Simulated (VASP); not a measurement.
# La2O3 (P-3m1) in VASP: a series of runs

Runs on La2O3. Level: PBE. Tasks: single point.

Program: VASP 6.6.1. These are calculated values, not measurements. Logs are shortened: lines on timing, memory, paths and dates and some standing lists are left out, and cuts for length are marked.

**1. The cell of the first run**

Symmetry: P-3m1, No. 164, trigonal system. The conventional cell has a = 3.795 Å, b = 3.795 Å, c = 5.901 Å, α = 90.00°, β = 90.00°, γ = 120.00°. Within 3.0 Å of La (site symmetry 3m) lie 7 O at 2.28 to 2.63 Å. O (site symmetry 3m) has 4 La at 2.28 to 2.36 Å and 3 O at 2.79 Å within 3.0 Å. O (site symmetry -3m) has 6 La at 2.63 Å and 6 O at 3.03 Å within 3.5 Å.

**2. Single point, PBE**

INCAR reads:

```
SYSTEM = La2O3
PREC = Accurate ; ENCUT = 520
EDIFF = 1E-7 ; ISMEAR = 0
SIGMA = 0.01 ; LREAL = .FALSE.
LASPH = .TRUE. ; NELM = 100
ALGO = Normal ; ISIF = 2
LWAVE = .FALSE. ; LCHARG = .FALSE.
GGA = PE ; NBANDS = 28
```

KPOINTS reads:

```
regular mesh
0
G
  6 6 4
  0 0 0
```

POSCAR reads:

```
La2O3
1.0
    3.7951243164      0.0000000000      0.0000000000
   -1.8975621582      3.2866740678      0.0000000000
    0.0000000000      0.0000000000      5.9010262428
La O
2 3
Direct
    0.6666666667      0.3333333333      0.7537643200
    0.3333333333      0.6666666667      0.2462356800
    0.6666666667      0.3333333333      0.3541093500
    0.3333333333      0.6666666667      0.6458906500
    0.0000000000      0.0000000000      0.0000000000
```

Potentials or basis: VASP PAW PBE potentials, release 64 (La, O).

Launch:

```
cat potpaw_PBE.64/La/POTCAR potpaw_PBE.64/O/POTCAR > POTCAR
mpirun -np 1 vasp_std > vasp.out
```

OUTCAR:

```text
SYSTEM = La2O3
   PREC = Accurate
   ENCUT = 520
   EDIFF = 1E-7
   ISMEAR = 0
   LREAL = .FALSE.
   LASPH = .TRUE.
   NELM = 100
   ISIF = 2
   GGA = PE

 ion  position               nearest neighbor table
   1  0.667  0.333  0.754-   4 2.28   4 2.28   4 2.28   3 2.36   5 2.63   5 2.63   5 2.63   2 3.64
                             2 3.64   2 3.64
   2  0.333  0.667  0.246-   3 2.28   3 2.28   3 2.28   4 2.36   5 2.63   5 2.63   5 2.63   1 3.64
                             1 3.64   1 3.64
   3  0.667  0.333  0.354-   2 2.28   2 2.28   2 2.28   1 2.36
   4  0.333  0.667  0.646-   1 2.28   1 2.28   1 2.28   2 2.36
   5  0.000  0.000  0.000-   2 2.63   1 2.63   2 2.63   1 2.63   1 2.63   2 2.63

  LATTYP: Found a hexagonal cell.
 ALAT       =     3.7951243164
 C/A-ratio  =     1.5548966913

  Lattice vectors:

 A1 = (   3.7951243164,   0.0000000000,   0.0000000000)
 A2 = (  -1.8975621582,   3.2866740678,   0.0000000000)
 A3 = (   0.0000000000,   0.0000000000,   5.9010262428)

Analysis of symmetry for initial positions (statically):
=====================================================================
 Subroutine PRICEL returns:
 Original cell was already a primitive cell.

 Routine SETGRP: Setting up the symmetry group for a
 hexagonal supercell.

 Subroutine GETGRP returns: Found 12 space group operations
 (whereof 12 operations were pure point group operations)
 out of a pool of 24 trial point group operations.

The static configuration has the point symmetry D_3d.

Analysis of symmetry for dynamics (positions and initial velocities):
=====================================================================
 Subroutine PRICEL returns:
 Original cell was already a primitive cell.

 Routine SETGRP: Setting up the symmetry group for a
 hexagonal supercell.

 Subroutine GETGRP returns: Found 12 space group operations
 (whereof 12 operations were pure point group operations)
 out of a pool of 24 trial point group operations.

The dynamic configuration has the point symmetry D_3d.

 Subroutine INISYM returns: Found 12 space group operations
 (whereof 12 operations are pure point group operations),
 and found     1 'primitive' translations

----------------------------------------------------------------------------------------

[... 95 lines left out ...]
   ENCUT  =  520.0 eV  38.22 Ry    6.18 a.u.   7.06  7.06 10.97*2*pi/ulx,y,z
   NELM   =    100;   NELMIN=  2; NELMDL= -5     # of ELM steps
   EDIFF  = 0.1E-06   stopping-criterion for ELM
   LREAL  =      F    real-space projection
   EDIFFG = 0.1E-05   stopping-criterion for IOM
   NSW    =      0    number of steps for IOM
   IBRION =     -1    ionic relax: 0-MD 1-quasi-New 2-CG
   NFREE  =      0    steps in history (QN), initial steepest desc. (CG)
   ISIF   =      2    stress and relaxation
   ISYM   =      2    0-nonsym 1-usesym 2-fastsym
   POTIM  = 0.5000    time-step for ionic-motion
   TEBEG  =    0.0;   TEEND  =   0.0 temperature during run
   PSTRESS=    0.0 pullay stress
   NELECT =      40.0000    total number of electrons
   NUPDOWN=      -1.0000    fix difference up-down
   EMIN   =  10.00;   EMAX   =-10.00  energy-range for DOS
   EFERMI =   0.00;   METHOD = LEGACY
   ISMEAR =     0;   SIGMA  =   0.01  broadening in eV -4-tet -1-fermi 0-gaus
   EFERMI_NEDOS =   21; number of points for ismear=-14 and -15
   IALGO  =     38    algorithm
   IMIX   =      4    mixing-type and parameters
     AMIX     =   0.40;   BMIX     =  1.00
     AMIX_MAG =   1.60;   BMIX_MAG =  1.00
  volume/ion in A,a.u.               =      14.72        99.34
  Fermi-wavevector in a.u.,A,eV,Ry     =   1.335954  2.524587 24.283304  1.784772
  Thomas-Fermi vector in A             =   2.464618
   LORBIT       =      0    0 simple, 1 ext, 2 COOP (PROOUT), +10 PAW based schemes
   GGA     = PE    functional components
   LHFCALC =     F    Hartree Fock is set to
   AEXX    =    0.0000 exact exchange contribution
   IVDW    =     0    specifies the selected vdW correction
   LEPSILON=     F    determine dielectric tensor
   LRPA    =     F    only Hartree local field effects (RPA)
 non-spin polarized calculation
 Gauss-broadening in eV      SIGMA  =   0.01
  energy-cutoff  :      520.00
  volume of cell :       73.61
 maximum number of plane-waves:      1996
   NGX = 15   NGY = 15   NGZ = 21

 number of electron      39.9999993 magnetization

 Free energy of the ion-electron system (eV)
  ---------------------------------------------------
  ext. energy  EPLUGINS =         0.00000000
  ---------------------------------------------------
  free energy    TOTEN  =       -41.30871254 eV

  energy without entropy =      -41.30871254  energy(sigma->0) =      -41.30871254

 E-fermi :   7.1971     XC(G=0): -11.0012

 val. band max:        7.1226990887   @ k =   0.3333   0.1667   0.5000
 cond. band min:      10.9755830439   @ k =   0.3333   0.3333   0.0000
 fundamental gap:      3.8528839551
 Fermi energy:         7.1970839113

 k-point     1 :       0.0000    0.0000    0.0000
  band No.  band energies     occupation
      1     -22.4658      2.00000
      2     -22.0675      2.00000
      3     -10.3522      2.00000
      4      -8.9436      2.00000
      5      -8.3275      2.00000
      6      -5.8773      2.00000
[... 733 lines left out ...]
     27      13.0313      0.00000
     28      13.1061      0.00000

------------------------ aborting loop because EDIFF is reached ----------------------------------------

  FORCE on cell =-STRESS in cart. coord.  units (eV):
  Direction    XX          YY          ZZ          XY          YZ          ZX
  --------------------------------------------------------------------------------------
  -------------------------------------------------------------------------------------
  Total        9.6046502      9.6046502      7.8118121     -0.0000000      0.0000000      0.0000000
  in kB      209.0652950    209.0652949    170.0404238     -0.0000000      0.0000000      0.0000000
  external PRESSURE =     196.0570045 kB  Pullay stress =       0.0000000 kB

 VOLUME and BASIS-vectors are now :
 -----------------------------------------------------------------------------
  energy-cutoff  :      520.00
  volume of cell :       73.61
      direct lattice vectors                 reciprocal lattice vectors
     3.795124316  0.000000000  0.000000000     0.263495980  0.152129475  0.000000000
    -1.897562158  3.286674068  0.000000000     0.000000000  0.304258950  0.000000000
     0.000000000  0.000000000  5.901026243     0.000000000  0.000000000  0.169462049

 POSITION                                       TOTAL-FORCE (eV/Angst)
 -----------------------------------------------------------------------------------
      1.89756      1.09556      4.44798         0.000000      0.000000      0.911438
     -0.00000      2.19112      1.45304         0.000000     -0.000000     -0.911438
      1.89756      1.09556      2.08961        -0.000000      0.000000      0.120225
     -0.00000      2.19112      3.81142         0.000000      0.000000     -0.120225
      0.00000      0.00000      0.00000        -0.000000      0.000000      0.000000
 -----------------------------------------------------------------------------------
    total drift:                                0.000000     -0.000000      0.000000

  FREE ENERGIE OF THE ION-ELECTRON SYSTEM (eV)
  ---------------------------------------------------
  free  energy   TOTEN  =       -41.3087125416 eV

  energy  without entropy=      -41.3087125416  energy(sigma->0) =      -41.30871254
```

OSZICAR:

```text
N       E                     dE             d eps       ncg     rms          rms(c)
DAV:   1     0.472338567547E+03    0.47234E+03   -0.15443E+04  1432   0.222E+03
DAV:   2     0.826159912952E+02   -0.38972E+03   -0.36969E+03  1784   0.366E+02
DAV:   3    -0.332034684337E+02   -0.11582E+03   -0.11179E+03  2200   0.203E+02
DAV:   4    -0.459718152201E+02   -0.12768E+02   -0.12732E+02  2300   0.716E+01
DAV:   5    -0.469094120415E+02   -0.93760E+00   -0.93692E+00  2416   0.207E+01    0.156E+01
DAV:   6    -0.412919881558E+02    0.56174E+01   -0.45773E+01  2224   0.391E+01    0.773E+00
DAV:   7    -0.413110243874E+02   -0.19036E-01   -0.43230E+00  2584   0.192E+01    0.391E+00
DAV:   8    -0.413165501144E+02   -0.55257E-02   -0.59769E-01  2480   0.652E+00    0.127E+00
DAV:   9    -0.413057973507E+02    0.10753E-01   -0.10428E-01  2328   0.229E+00    0.334E-01
DAV:  10    -0.413077985092E+02   -0.20012E-02   -0.27254E-02  2456   0.121E+00    0.147E-01
DAV:  11    -0.413086624296E+02   -0.86392E-03   -0.55396E-03  2296   0.533E-01    0.979E-02
DAV:  12    -0.413086437738E+02    0.18656E-04   -0.16099E-03  2232   0.289E-01    0.339E-02
DAV:  13    -0.413087135042E+02   -0.69730E-04   -0.55231E-04  2224   0.148E-01    0.236E-02
DAV:  14    -0.413087115604E+02    0.19437E-05   -0.80304E-05  2456   0.847E-02    0.474E-03
DAV:  15    -0.413087126052E+02   -0.10447E-05   -0.80334E-06  2008   0.181E-02    0.194E-03
DAV:  16    -0.413087125169E+02    0.88236E-07   -0.10019E-06  2376   0.961E-03    0.523E-04
DAV:  17    -0.413087125416E+02   -0.24719E-07   -0.89251E-08  1480   0.331E-03
   1 F= -.41308713E+02 E0= -.41308713E+02  d E =-.448482E-27
```

Wall time 34 s (1 thread of Intel Xeon 6975P-C (Granite Rapids), shared host); peak memory 0.21 GiB.

Results:

| Quantity | Value |
| --- | --- |
| Free energy | -41.3087 eV |
| Pressure | 19.6 GPa |
| Largest force | 0.911 eV/Å |
| Band gap on the k mesh | 3.85 eV, indirect (least direct gap 3.87 eV) |

Forces in eV/Å, atoms in the order of the input:
```
La   0.000  0.000  0.911
La   0.000  0.000 -0.911
O    0.000  0.000  0.120
O    0.000  0.000 -0.120
O    0.000  0.000  0.000
```

Stress tensor (GPa, compression positive):
```
20.91  0.00  0.00
 0.00 20.91  0.00
 0.00  0.00 17.00
```

Levels at points of the mesh, in eV from the valence-band top:
| k point | band 16 | band 17 | band 18 | band 19 | band 20 | band 21 | band 22 | band 23 | band 24 | band 25 |
| --- | --- | --- | --- | --- | --- | --- | --- | --- | --- | --- |
| (0.00, 0.00, 0.00) | -2.38 | -1.95 | -0.55 | -0.55 | -0.30 | 4.53 | 4.80 | 4.80 | 5.77 | 5.88 |
| (0.50, 0.00, 0.00) | -0.89 | -0.79 | -0.77 | -0.40 | -0.37 | 3.96 | 5.00 | 5.63 | 5.65 | 5.77 |
| (0.00, 0.00, 0.50) | -2.31 | -1.23 | -1.01 | -0.39 | -0.39 | 4.98 | 5.02 | 5.02 | 5.34 | 5.89 |
| (0.50, 0.00, 0.50) | -1.13 | -1.01 | -0.83 | -0.38 | 0.00 | 4.65 | 4.82 | 5.46 | 5.67 | 5.77 |

Caveat: spin-orbit coupling is left out, which moves the levels of the heavy elements. A k mesh can miss the band edges.

**3. Single point, PBE**

This run uses another cell than the first one, of 15.13 Å³/atom, 1.028 times its volume.

INCAR reads:

```
SYSTEM = La2O3
  ALGO = Normal
  EDIFF = 1E-6
  ENCUT = 520
  GGA = PE
  ISIF = 2
  ISMEAR = 0
  LASPH = .TRUE.
  LCHARG = .FALSE.
  LREAL = .FALSE.
  LWAVE = .FALSE.
  NBANDS = 28
  NELM = 60
  PREC = Accurate
  SIGMA = 0.01
```

KPOINTS reads:

```
k-points
0
G
  6 6 4
  0 0 0
```

POSCAR, as its differences from that of step 2:

```diff
@@ -2,5 +2,5 @@
 1.0
-    3.7951243164      0.0000000000      0.0000000000
-   -1.8975621582      3.2866740678      0.0000000000
-    0.0000000000      0.0000000000      5.9010262428
+    3.8299439156      0.0000000000      0.0000000000
+   -1.9149719578      3.3168287253      0.0000000000
+    0.0000000000      0.0000000000      5.9551671224
 La O
```

Potentials or basis: VASP PAW PBE potentials, release 64 (La, O).

Launch:

```
cat potpaw_PBE.64/La/POTCAR potpaw_PBE.64/O/POTCAR > POTCAR
mpirun -np 1 vasp_std > vasp.out
```

OUTCAR:

```text
SYSTEM = La2O3
   EDIFF = 1E-6
   ENCUT = 520
   GGA = PE
   ISIF = 2
   ISMEAR = 0
   LASPH = .TRUE.
   LREAL = .FALSE.
   NELM = 60
   PREC = Accurate

 ion  position               nearest neighbor table
   1  0.667  0.333  0.754-   4 2.30   4 2.30   4 2.30   3 2.38   5 2.65   5 2.65   5 2.65   2 3.67
                             2 3.67   2 3.67
   2  0.333  0.667  0.246-   3 2.30   3 2.30   3 2.30   4 2.38   5 2.65   5 2.65   5 2.65   1 3.67
[... 949 lines left out ...]
  --------------------------------------------------------------------------------------
  -------------------------------------------------------------------------------------
  Total        7.1011389      7.1011389      5.8617503      0.0000000     -0.0000000     -0.0000000
  in kB      150.3935388    150.3935388    124.1447859      0.0000000     -0.0000000     -0.0000000
  external PRESSURE =     141.6439545 kB  Pullay stress =       0.0000000 kB

 VOLUME and BASIS-vectors are now :
 -----------------------------------------------------------------------------
  energy-cutoff  :      520.00
  volume of cell :       75.65
      direct lattice vectors                 reciprocal lattice vectors
     3.829943916  0.000000000  0.000000000     0.261100429  0.150746403  0.000000000
    -1.914971958  3.316828725  0.000000000     0.000000000  0.301492806  0.000000000
     0.000000000  0.000000000  5.955167122     0.000000000  0.000000000  0.167921400

 POSITION                                       TOTAL-FORCE (eV/Angst)
 -----------------------------------------------------------------------------------
      1.91497      1.10561      4.48879         0.000000     -0.000000      0.651082
     -0.00000      2.21122      1.46637        -0.000000      0.000000     -0.651082
      1.91497      1.10561      2.10878        -0.000000      0.000000      0.082983
     -0.00000      2.21122      3.84639         0.000000      0.000000     -0.082983
      0.00000      0.00000      0.00000        -0.000000      0.000000     -0.000000
 -----------------------------------------------------------------------------------
    total drift:                                0.000000     -0.000000      0.000000

  FREE ENERGIE OF THE ION-ELECTRON SYSTEM (eV)
  ---------------------------------------------------
  free  energy   TOTEN  =       -41.5256105239 eV

  energy  without entropy=      -41.5256105239  energy(sigma->0) =      -41.52561052
```

OSZICAR:

```text
N       E                     dE             d eps       ncg     rms          rms(c)
DAV:   1     0.471284990462E+03    0.47128E+03   -0.15681E+04  1424   0.225E+03
DAV:   2     0.803415388248E+02   -0.39094E+03   -0.37229E+03  1832   0.364E+02
DAV:   3    -0.330939220708E+02   -0.11344E+03   -0.10910E+03  2156   0.195E+02
DAV:   4    -0.462473883779E+02   -0.13153E+02   -0.13117E+02  2320   0.717E+01
DAV:   5    -0.471345159788E+02   -0.88713E+00   -0.88651E+00  2352   0.199E+01    0.153E+01
DAV:   6    -0.415139343493E+02    0.56206E+01   -0.46660E+01  2204   0.388E+01    0.764E+00
DAV:   7    -0.415272601225E+02   -0.13326E-01   -0.45836E+00  2568   0.194E+01    0.377E+00
DAV:   8    -0.415304784440E+02   -0.32183E-02   -0.59234E-01  2424   0.629E+00    0.127E+00
DAV:   9    -0.415224313540E+02    0.80471E-02   -0.98508E-02  2344   0.225E+00    0.341E-01
DAV:  10    -0.415245864079E+02   -0.21551E-02   -0.28718E-02  2416   0.120E+00    0.155E-01
DAV:  11    -0.415254847804E+02   -0.89837E-03   -0.60905E-03  2328   0.557E-01    0.103E-01
DAV:  12    -0.415255526049E+02   -0.67825E-04   -0.16126E-03  2072   0.278E-01    0.412E-02
DAV:  13    -0.415256108850E+02   -0.58280E-04   -0.69633E-04  2384   0.171E-01    0.239E-02
DAV:  14    -0.415256098758E+02    0.10092E-05   -0.10242E-04  2384   0.855E-02    0.493E-03
DAV:  15    -0.415256105239E+02   -0.64810E-06   -0.91289E-06  1960   0.220E-02
   1 F= -.41525611E+02 E0= -.41525611E+02  d E =-.394348E-24
```

It took 31 s on 1 thread of Intel Xeon 6975P-C (Granite Rapids), shared host; peak memory 0.21 GiB.

Results:

* Free energy: -41.5256 eV
* Pressure: 14.2 GPa
* Largest force: 0.651 eV/Å
* Band gap on the k mesh: 3.87 eV, indirect (least direct gap 3.91 eV)

Forces on the atoms (eV/Å):
```
La   0.000  0.000  0.651
La   0.000  0.000 -0.651
O    0.000  0.000  0.083
O    0.000  0.000 -0.083
O    0.000  0.000  0.000
```

Caveat: spin-orbit coupling is left out, which moves the levels of the heavy elements.

**4. Single point, PBE**

This run uses another cell than the first one, of 15.54 Å³/atom, 1.056 times its volume.

INCAR reads:

```
ALGO = Normal
EDIFF = 1E-6
ENCUT = 520
GGA = PE
ISIF = 2
ISMEAR = 0
LASPH = True
LCHARG = True
LELF = True
LREAL = False
LVHAR = True
LWAVE = False
NBANDS = 28
NELM = 80
PREC = Accurate
SIGMA = 0.01
```

KPOINTS reads:

```
k-points
0
Gamma
  6 6 4
```

POSCAR, as its differences from that of step 3:

```diff
@@ -2,5 +2,5 @@
 1.0
-    3.8299439156      0.0000000000      0.0000000000
-   -1.9149719578      3.3168287253      0.0000000000
-    0.0000000000      0.0000000000      5.9551671224
+    3.8641416529      0.0000000000      0.0000000000
+   -1.9320708265      3.3464448346      0.0000000000
+    0.0000000000      0.0000000000      6.0083410710
 La O
```

Launch:

```
cat potpaw_PBE.64/La/POTCAR potpaw_PBE.64/O/POTCAR > POTCAR
mpirun -np 1 vasp_std > vasp.out
```

Run time: 38 s. Hardware: 1 thread of Intel Xeon 6975P-C (Granite Rapids), shared host; peak memory 0.23 GiB.

It converged, with:

```yaml
Free_energy: -41.6774 eV
Pressure: 9.4 GPa
Largest_force: 0.414 eV/Å
Band_gap_on_the_k_mesh: 3.87 eV, indirect (least direct gap 3.94 eV)
```

Forces on the atoms (eV/Å):
```
La   0.000  0.000  0.414
La   0.000  0.000 -0.414
O    0.000  0.000  0.049
O    0.000  0.000 -0.049
O    0.000  0.000  0.000
```

Stress tensor (GPa, compression positive):
```
9.91 0.00 0.00
0.00 9.91 0.00
0.00 0.00 8.41
```

Levels at points of the mesh, in eV from the valence-band top:
```
           k point  band 17  band 18  band 19  band 20  band 21  band 22  band 23  band 24
(0.00, 0.00, 0.00)    -1.79    -0.46    -0.46    -0.19     4.43     4.71     4.71     5.47
(0.50, 0.00, 0.00)    -0.75    -0.72    -0.40    -0.35     3.92     4.87     5.40     5.43
(0.00, 0.00, 0.50)    -1.10    -0.88    -0.33    -0.33     4.85     4.88     4.88     5.16
(0.50, 0.00, 0.50)    -0.98    -0.78    -0.37     0.00     4.54     4.74     5.27     5.43
```

Caveat: spin-orbit coupling is left out, which moves the levels of the heavy elements. A k mesh can miss the band edges.

**5. The runs side by side**

```tsv
cell	gap on the mesh (eV)	pressure (GPa)	largest force (eV/Å)
a = 3.795, b = 3.795, c = 5.901 Å, angles 90.0, 90.0, 120.0°, 5 atoms	3.85	19.6	0.91
a = 3.830, b = 3.830, c = 5.955 Å, angles 90.0, 90.0, 120.0°, 5 atoms	3.87	14.2	0.65
a = 3.864, b = 3.864, c = 6.008 Å, angles 90.0, 90.0, 120.0°, 5 atoms	3.87	9.4	0.41
```

Alike in all rows: task single point; level PBE; potentials or basis VASP PAW PBE potentials, release 64 (La, O); no spin polarisation; k mesh 6 × 6 × 4; cutoff (eV) 520; smearing gaussian 0.01 eV.

Caveats: spin-orbit coupling is left out, which moves the levels of the heavy elements.

Total energies depend on the potentials used, so only differences within one code and one set of settings carry meaning.
